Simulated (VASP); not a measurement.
# Pt (Fmmm) in VASP: notebook, part 2 of 2

VASP 6.6.1. The steps go on from the part before.

## 5. Single point, PBE (strain +0.0075 x Voigt [0, 0, 0, 0, 0, 1])

Input file INCAR:

```
PREC = Accurate
ENCUT = 520
EDIFF = 1E-6
ISMEAR = 0
SIGMA = 0.15
LREAL = F
LASPH = T
NELM = 100
ALGO = Fast
ISIF = 2
LWAVE = F
LCHARG = F
GGA = PE
NBANDS = 11
```

Input file KPOINTS:

```
Automatic mesh
0
Gamma
  22 22 22
```

Input file POSCAR:

```
Pt
1.0
   -1.5782791750      1.5782791750      1.5842200000
    1.5782791750     -1.5782791750      1.5842200000
    1.5901608250      1.5901608250     -1.5842200000
Pt
1
Direct
    0.0000000000      0.0000000000      0.0000000000
```

Potentials or basis: VASP PAW PBE potentials, release 64 (Pt).

Command:

```
> cat potpaw_PBE.64/Pt/POTCAR > POTCAR
> mpirun -np 1 vasp_std > vasp.out
```

OUTCAR:

```text
PREC = Accurate
   ENCUT = 520
   EDIFF = 1E-6
   ISMEAR = 0
   LREAL = F
   LASPH = T
   NELM = 100
   ISIF = 2
   GGA = PE

 ion  position               nearest neighbor table
   1  0.000  0.000  0.000-

  LATTYP: Found a face centered orthorhombic cell.
 ALAT       =     3.1684400000
 B/A-ratio  =     1.4089102615
 C/A-ratio  =     1.4195168632

  Lattice vectors:

 A1 = (   3.1684400000,   0.0118816500,   0.0000000000)
 A2 = (   1.5901608250,   1.5901608250,   1.5842200000)
 A3 = (   1.5782791750,  -1.5782791750,   1.5842200000)

Analysis of symmetry for initial positions (statically):
=====================================================================
 Subroutine PRICEL returns:
 Original cell was already a primitive cell.

 Routine SETGRP: Setting up the symmetry group for a
 face centered orthorhombic supercell.

 Subroutine GETGRP returns: Found  8 space group operations
 (whereof  8 operations were pure point group operations)
 out of a pool of  8 trial point group operations.

The static configuration has the point symmetry D_2h.

Analysis of symmetry for dynamics (positions and initial velocities):
=====================================================================
 Subroutine PRICEL returns:
 Original cell was already a primitive cell.

 Routine SETGRP: Setting up the symmetry group for a
 face centered orthorhombic supercell.

 Subroutine GETGRP returns: Found  8 space group operations
 (whereof  8 operations were pure point group operations)
 out of a pool of  8 trial point group operations.

The dynamic configuration has the point symmetry D_2h.

 Subroutine INISYM returns: Found  8 space group operations
 (whereof  8 operations are pure point group operations),
 and found     1 'primitive' translations

----------------------------------------------------------------------------------------

                                     Primitive cell

  volume of cell :      15.9038

  direct lattice vectors                    reciprocal lattice vectors
    -1.578279175  1.578279175  1.584220000    -0.001183564  0.315617169  0.315612731
     1.578279175 -1.578279175  1.584220000     0.315617169 -0.001183564  0.315612731
     1.590160825  1.590160825 -1.584220000     0.314433605  0.314433605  0.000000000

  length of vectors
     2.737093955  2.737093955  2.750813681     0.446348512  0.446348512  0.444676268

  position of ions in fractional coordinates (direct lattice)
     0.000000000  0.000000000  0.000000000

  ion indices of the primitive-cell ions
   primitive index   ion index
                 1           1

----------------------------------------------------------------------------------------

 KPOINTS: Automatic mesh

Automatic generation of k-mesh.
 Grid dimensions read from file:
 generate k-points for:   22   22   22

 Generating k-lattice:

  Cartesian coordinates                     Fractional coordinates (reciprocal lattice)
    -0.000053798  0.014346235  0.014346033     0.045454545 -0.000000000  0.000000000
     0.014346235 -0.000053798  0.014346033    -0.000000000  0.045454545  0.000000000
     0.014292437  0.014292437  0.000000000     0.000000000  0.000000000  0.045454545

  Length of vectors
     0.020288569  0.020288569  0.020212558

  Shift w.r.t. Gamma in fractional coordinates (k-lattice)
     0.000000000  0.000000000  0.000000000

 Subroutine IBZKPT returns following result:
 ===========================================

 Found   1530 irreducible k-points:

 Following reciprocal coordinates:
            Coordinates               Weight
  0.000000  0.000000  0.000000      1.000000
  0.045455  0.000000 -0.000000      8.000000
  0.090909  0.000000 -0.000000      8.000000
  0.136364  0.000000 -0.000000      8.000000
  0.181818  0.000000  0.000000      8.000000
  0.227273  0.000000 -0.000000      8.000000
[... 16 lines left out ...]
  0.500000  0.045455 -0.000000      8.000000
 -0.454545  0.045455  0.000000      8.000000
 [... further k-points ...]
   k-points           NKPTS =   1530   k-points in BZ     NKDIM =   1530   number of bands    NBANDS=     11
   number of dos      NEDOS =    301   number of ions     NIONS =      1
   total plane-waves  NPLWV =   8000
   dimension x,y,z NGX =    20 NGY =   20 NGZ =   20
   dimension x,y,z NGXF=    40 NGYF=   40 NGZF=   40
   ions per type =               1
   NGX,Y,Z   is equivalent  to a cutoff of  12.15, 12.15, 12.09 a.u.
   NGXF,Y,Z  is equivalent  to a cutoff of  24.30, 24.30, 24.17 a.u.
 SYSTEM =  unknown system
   PREC   = accura    normal or accurate (medium, high low for compatibility)
   ISTART =      0    job   : 0-new  1-cont  2-samecut
   ICHARG =      2    charge: 1-file 2-atom 10-const
   ISPIN  =      1    spin polarized calculation?
   LNONCOLLINEAR =      F non collinear calculations
   LSORBIT =      F    spin-orbit coupling
   LASPH  =      T    aspherical Exc in radial PAW
   ENCUT  =  520.0 eV  38.22 Ry    6.18 a.u.   5.09  5.09  5.11*2*pi/ulx,y,z
   NELM   =    100;   NELMIN=  2; NELMDL= -5     # of ELM steps
   EDIFF  = 0.1E-05   stopping-criterion for ELM
   LREAL  =      F    real-space projection
   EDIFFG = 0.1E-04   stopping-criterion for IOM
   NSW    =      0    number of steps for IOM
   IBRION =     -1    ionic relax: 0-MD 1-quasi-New 2-CG
   NFREE  =      0    steps in history (QN), initial steepest desc. (CG)
   ISIF   =      2    stress and relaxation
   ISYM   =      2    0-nonsym 1-usesym 2-fastsym
   POTIM  = 0.5000    time-step for ionic-motion
   TEBEG  =    0.0;   TEEND  =   0.0 temperature during run
   PSTRESS=    0.0 pullay stress
   NELECT =      10.0000    total number of electrons
   NUPDOWN=      -1.0000    fix difference up-down
   EMIN   =  10.00;   EMAX   =-10.00  energy-range for DOS
   EFERMI =   0.00;   METHOD = LEGACY
   ISMEAR =     0;   SIGMA  =   0.15  broadening in eV -4-tet -1-fermi 0-gaus
   EFERMI_NEDOS =   21; number of points for ismear=-14 and -15
   IALGO  =     68    algorithm
   IMIX   =      4    mixing-type and parameters
     AMIX     =   0.40;   BMIX     =  1.00
     AMIX_MAG =   1.60;   BMIX_MAG =  1.00
  volume/ion in A,a.u.               =      15.90       107.32
  Fermi-wavevector in a.u.,A,eV,Ry     =   1.402517  2.650372 26.763383  1.967053
  Thomas-Fermi vector in A             =   2.525271
   LORBIT       =      0    0 simple, 1 ext, 2 COOP (PROOUT), +10 PAW based schemes
   GGA     = PE    functional components
   LHFCALC =     F    Hartree Fock is set to
   AEXX    =    0.0000 exact exchange contribution
   IVDW    =     0    specifies the selected vdW correction
   LEPSILON=     F    determine dielectric tensor
   LRPA    =     F    only Hartree local field effects (RPA)
 non-spin polarized calculation
 RMM-DIIS sequential band-by-band and
 Gauss-broadening in eV      SIGMA  =   0.15
  energy-cutoff  :      520.00
  volume of cell :       15.90
 maximum number of plane-waves:       442
   NGX = 11   NGY = 11   NGZ = 11

 number of electron      10.0000000 magnetization

 Free energy of the ion-electron system (eV)
  ---------------------------------------------------
  ext. energy  EPLUGINS =         0.00000000
  ---------------------------------------------------
  free energy    TOTEN  =        -6.00573550 eV

  energy without entropy =       -5.99251724  energy(sigma->0) =       -5.99912637

 E-fermi :  10.0631     XC(G=0): -13.1648

 val. band max:       10.0622875226   @ k =  -0.3636   0.3636   0.0455
 cond. band min:      10.0643992507   @ k =  -0.0909   0.3636   0.1818
 fundamental gap:      0.0021117281
 Fermi energy:        10.0630754260

 k-point     1 :       0.0000    0.0000    0.0000
  band No.  band energies     occupation
      1       0.6546      2.00000
      2       6.5873      2.00000
      3       6.6399      2.00000
      4       6.6941      2.00000
      5       9.0970      2.00000
      6       9.0980      2.00000
      7      27.1178      0.00000
      8      27.1841      0.00000
      9      27.2486      0.00000
     10      37.1376      0.00000
     11      37.1542      0.00000

 k-point     2 :       0.0455    0.0000   -0.0000
  band No.  band energies     occupation
      1       0.7386      2.00000
      2       6.5802      2.00000
      3       6.6493      2.00000
      4       6.7260      2.00000
      5       9.0538      2.00000
      6       9.0998      2.00000
      7      27.1956      0.00000
      8      27.2434      0.00000
      9      27.3455      0.00000
     10      35.5932      0.00000
     11      36.0816      0.00000
[... 295 lines left out ...]
 k-point    24 :      -0.4545    0.0455    0.0000
  band No.  band energies     occupation
      1       3.6527      2.00000
      2       5.3069      2.00000
      3       8.6823      2.00000
      4       9.1377      2.00000
      5       9.7124      1.99905
      6      11.1229      0.00000
      7      17.4330      0.00000
      8      23.6264      0.00000
      9      26.1798      0.00000
     10      33.9917      0.00000
     11      34.4716      0.00000

 [... further k-points ...]
[... 5 lines left out ...]
  --------------------------------------------------------------------------------------
  -------------------------------------------------------------------------------------
  Total       -0.1453469     -0.1453469     -0.1443412     -0.1102055      0.0000000      0.0000000
  in kB      -14.6425293    -14.6425293    -14.5412133    -11.1023147      0.0000000      0.0000000
  external PRESSURE =     -14.6087573 kB  Pullay stress =       0.0000000 kB

 VOLUME and BASIS-vectors are now :
 -----------------------------------------------------------------------------
  energy-cutoff  :      520.00
  volume of cell :       15.90
      direct lattice vectors                 reciprocal lattice vectors
    -1.578279175  1.578279175  1.584220000    -0.001183564  0.315617169  0.315612731
     1.578279175 -1.578279175  1.584220000     0.315617169 -0.001183564  0.315612731
     1.590160825  1.590160825 -1.584220000     0.314433605  0.314433605  0.000000000

 POSITION                                       TOTAL-FORCE (eV/Angst)
 -----------------------------------------------------------------------------------
      0.00000      0.00000      0.00000         0.000000      0.000000      0.000000
 -----------------------------------------------------------------------------------
    total drift:                                0.000000      0.000000      0.000000

  FREE ENERGIE OF THE ION-ELECTRON SYSTEM (eV)
  ---------------------------------------------------
  free  energy   TOTEN  =        -6.0057355019 eV

  energy  without entropy=       -5.9925172383  energy(sigma->0) =       -5.99912637
```

OSZICAR:

```text
N       E                     dE             d eps       ncg     rms          rms(c)
DAV:   1     0.393760171945E+02    0.39376E+02   -0.53194E+03 34519   0.839E+02
DAV:   2    -0.575554242847E+01   -0.45132E+02   -0.43162E+02 38330   0.174E+02
DAV:   3    -0.636412657107E+01   -0.60858E+00   -0.60536E+00 39424   0.192E+01
DAV:   4    -0.636658776586E+01   -0.24612E-02   -0.24610E-02 39020   0.144E+00
DAV:   5    -0.636660815536E+01   -0.20389E-04   -0.20389E-04 39839   0.122E-01    0.107E+01
RMM:   6    -0.603907064994E+01    0.32754E+00   -0.33465E-01 33767   0.491E+00    0.571E+00
RMM:   7    -0.600850263531E+01    0.30568E-01   -0.58413E-02 35346   0.222E+00    0.235E+00
RMM:   8    -0.600602323751E+01    0.24794E-02   -0.72701E-03 36407   0.739E-01    0.545E-01
RMM:   9    -0.600571949536E+01    0.30374E-03   -0.84563E-04 38677   0.252E-01    0.371E-02
RMM:  10    -0.600573400804E+01   -0.14513E-04   -0.12313E-04 39169   0.842E-02    0.456E-02
RMM:  11    -0.600573505581E+01   -0.10478E-05   -0.12587E-05 39817   0.253E-02    0.862E-03
RMM:  12    -0.600573550189E+01   -0.44608E-06   -0.31684E-06 31345   0.121E-02
   1 F= -.60057355E+01 E0= -.59991264E+01  d E =-.132183E-01
```

stdout:

```text
POSCAR found type information on POSCAR Pt
 POSCAR found :  1 types and       1 ions
 scaLAPACK will be used
 LDA part: xc-table for (Slater+PW92), standard interpolation
 POSCAR, INCAR and KPOINTS ok, starting setup
 FFT: planning ... GRIDC
 FFT: planning ... GRID_SOFT
 FFT: planning ... GRID
 WAVECAR not read
 entering main loop
```

It took 3.7 min on 1 thread of Intel Xeon 8259CL, shared host; peak memory 0.36 GiB.

Results:

- Free energy: -6.0057 eV
- Pressure: -1.5 GPa
- Band gap on the k mesh: zero (bands 5 and 6 overlap by 2.15 eV)

Levels at points of the mesh, in eV from the Fermi level:
```
           k point  band 1  band 2  band 3  band 4  band 5  band 6  band 7  band 8  band 9  band 10
(0.00, 0.00, 0.00)   -9.41   -3.48   -3.42   -3.37   -0.97   -0.97   17.05   17.12   17.19    27.07
(0.50, 0.00, 0.00)   -6.48   -4.83   -1.15   -0.65    0.31    1.05    6.26   13.28   15.82    24.01
(0.50, 0.50, 0.00)   -6.47   -4.80   -1.17   -0.69    0.36    1.08    6.35   13.24   15.77    23.87
(0.00, 0.00, 0.50)   -6.49   -4.85   -1.12   -0.62    0.26    1.02    6.17   13.33   15.87    24.14
(0.50, 0.50, 0.50)   -5.99   -5.99    0.49    0.54    0.59    7.67    7.67    7.68   12.71    18.94
```

Caveat: the cell differs from its parent crystal (strain +0.0075 x Voigt [0, 0, 0, 0, 0, 1]); spin-orbit coupling is left out, which moves the levels of the heavy elements.

## 6. The runs side by side

```tsv
cell	further INCAR settings	gap on the mesh (eV)	pressure (GPa)
a = 2.739, b = 2.739, c = 2.749 Å, angles 109.5, 109.5, 109.3°, 1 atom	ALGO = Fast; EDIFF = 1e-07; NBANDS = 11	none	-1.5
a = 2.728, b = 2.728, c = 2.760 Å, angles 109.5, 109.5, 109.0°, 1 atom	ALGO = Fast; EDIFF = 1e-07; NBANDS = 11	none	-1.4
a = 2.733, b = 2.733, c = 2.755 Å, angles 109.5, 109.5, 109.1°, 1 atom	ALGO = Fast; EDIFF = 1e-06; NBANDS = 11	none	-1.4
a = 2.737, b = 2.737, c = 2.751 Å, angles 109.5, 109.5, 109.3°, 1 atom	ALGO = Fast; EDIFF = 1e-06; NBANDS = 11	none	-1.5
```

Alike in all rows: task single point; level PBE; potentials or basis VASP PAW PBE potentials, release 64 (Pt); no spin polarisation; k mesh 22 × 22 × 22; cutoff (eV) 520; smearing gaussian 0.15 eV.

Caveats: spin-orbit coupling is left out, which moves the levels of the heavy elements.

Absolute energies hang on the potentials; compare differences alone.
